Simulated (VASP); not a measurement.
Crystal: Cd.

```xyz
3
Lattice="4.9594 0.0000 0.0000 -2.4797 4.2950 0.0000 0.0000 0.0000 3.0401" Properties=species:S:1:pos:R:3 pbc="T T T"
Cd    0.0000    0.0000    0.0000
Cd    0.0000    2.8633    1.5201
Cd    2.4797    1.4317    1.5201
```

* Program: VASP 6.6.1
* Task: relaxation of cell and atoms
* Functional: BLYP
* Potentials or basis: VASP PAW PBE potentials, release 64 (Cd)
* Cutoff: 600 eV
* k mesh: 7 × 7 × 10
* Occupations: fermi-dirac, width 0.1 eV
* Spin: no spin polarisation

At the start: pressure 9.9 GPa; volume 21.59 Å³/atom.

**Question.** Where does the relaxation end?

**Answer.** Over 13 steps the energy falls by 150.6 meV/atom and the volume is 28.54 Å³/atom (+32.2 %); space group P6/mmm (No. 191, to 0.05 Å).

Step by step:
```tsv
step	energy change (eV)	largest force (eV/Å)	pressure (GPa)	volume (Å³)
1	0.0000	0.0000	9.93	64.76
2	-0.4104	0.0000	1.65	78.12
3	-0.4377	0.0000	0.77	81.75
4	-0.4455	0.0000	-0.35	89.36
5	-0.4486	0.0000	-0.05	86.84
6	-0.4486	0.0000	-0.07	86.36
7	-0.4459	0.0000	0.36	84.03
8	-0.4485	0.0000	0.06	85.88
9	-0.4489	0.0000	0.09	85.87
10	-0.4500	0.0000	0.06	85.81
11	-0.4516	0.0000	0.06	85.68
12	-0.4496	0.0000	0.07	85.34
13	-0.4519	0.0000	0.05	85.61
```

Final structure:
```
Cd
1.0
     5.54671    0.00000    0.00000
    -2.77336    4.80359    0.00000
     0.00000    0.00000    3.21305
Cd
3
Cartesian
  0.0000 0.0000 0.0000
  0.0000 3.2024 1.6065
  2.7734 1.6012 1.6065
```

Caveat: the volume moved by over 15 % at a fixed basis, so the end points are rough; the PAW data sets were made with another functional, which shifts forces and pressure a little.
